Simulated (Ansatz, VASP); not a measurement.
**Te: VASP beside Ansatz**

The input INCAR:

```
SYSTEM = Te
PREC = Accurate
ENCUT = 520
EDIFF = 1E-7
ISMEAR = -1
SIGMA = 0.01
LREAL = .False.
LASPH = .True.
NELM = 60
ALGO = Normal
ISIF = 2
LWAVE = .False.
LCHARG = .False.
GGA = PE
NBANDS = 16
```

File KPOINTS:

```
Automatic mesh
0
Gamma
  8 8 6
  0 0 0
```

POSCAR

```
Te
1.0
    4.5302708278      0.0000000000      0.0000000000
   -2.2651354139      3.9233296229      0.0000000000
    0.0000000000      0.0000000000      5.9374277250
Te
3
Direct
    0.2684005468      1.0000000000      0.3333333333
    0.0000000000      0.2684005468      0.6666666667
    0.7315994532      0.7315994532      0.0000000000
```

Input for Ansatz:

```yaml
crystal:
  lattice:
    - [4.5302708278, 0.0, 0.0]
    - [-2.2651354139, 3.9233296229, 0.0]
    - [0.0, 0.0, 5.937427725]
  atoms:
    - { symbol: Te, position: [0.2684005468, 1.0, 0.3333333333] }
    - { symbol: Te, position: [0.0, 0.2684005468, 0.6666666667] }
    - { symbol: Te, position: [0.7315994532, 0.7315994532, 0.0] }
hamiltonian:
  xc: pbe
  pseudopotentials:
    kind: paw
    azcp:
      Te: "pseudopotentials/Te.paw.azcp"
basis:
  ecutwfc: 420
  fft_grid_basis: typed
kpoints:
  mp_grid: { grid: [8, 8, 6], shift: [0, 0, 0] }
magnetization:
  spin_polarized: false
scf:
  occupations: { method: fermi_dirac, width: 0.01 }
  lower_state_search: "off"
output:
  stress: true
```

Alike in both runs: task single point; functional PBE; k mesh 8 × 8 × 6; occupations fermi-dirac, width 0.01 eV; no spin polarisation.

```csv
,VASP,Ansatz
version,VASP 6.6.1,Ansatz 0.2.0
potentials or method,"VASP PAW PBE potentials, release 64 (Te), cutoff 520 eV","plane waves (420 eV) with PAW, scalar-relativistic"
valence electrons in the cell,18,48
```

|  | VASP | Ansatz | Ansatz less VASP |
| --- | --- | --- | --- |
| pressure (GPa) | 0.0 | 0.0 | 0.00 |
| traceless stress, the component that is largest in VASP (GPa) | 0.09 | 0.08 | -0.011 |

The functional is the same, so the differences come from potentials, cutoffs and numerics. VASP's potentials hold 18 valence electrons a cell and Ansatz's 48, so a difference there can come from the potentials and not from the codes.

Neither program's run includes spin-orbit coupling.
